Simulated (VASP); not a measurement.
Write the native input for VASP 6.6.1 that does the following.

```yaml
Task: single point
Functional: LDA
Potentials_or_basis: VASP PAW LDA potentials, release 64 (Ge_d)
Cutoff: 520 eV
k_mesh: 12 × 12 × 1
Occupations: gaussian, width 0.1 eV
Spin: no spin polarisation
Dipole_correction: yes
Further_INCAR_settings: ALGO = Normal; EDIFF = 1e-06; NBANDS = 21
```

The structure of Ge lies in POSCAR:

```
Ge
1.0
    3.7040000000      0.0000000000      0.0000000000
   -1.8520000000      3.2077580956      0.0000000000
    0.0000000000      0.0000000000     28.0000000000
Ge
2
Direct
    0.3333333333      0.6666666667      0.5000000000
    0.6666666667      0.3333333333      0.5000000000
```

One way to write it, as run:

INCAR

```
ALGO = Normal ; DIPOL = 0.5 0.5 0.500
EDIFF = 1E-6 ; ENCUT = 520
GGA = CA ; IDIPOL = 3
ISIF = 2 ; ISMEAR = 0
LASPH = True ; LCHARG = False
LDIPOL = True ; LREAL = False
LWAVE = False ; NBANDS = 21
NELM = 80 ; PREC = Accurate
SIGMA = 0.1
```

KPOINTS

```
k-points
0
Gamma
  12 12 1
```

Potentials or basis: VASP PAW LDA potentials, release 64 (Ge_d).

Run with:

```sh
$ cat potpaw_LDA.64/Ge_d/POTCAR > POTCAR
$ mpirun -np 1 vasp_std > vasp.out
```

Results of the run:

The band gap on the k mesh is zero (filled and empty bands touch).

It took 4.3 min on 1 thread of Intel Xeon 8259CL, with other jobs on the host, peak memory 0.36 GiB.
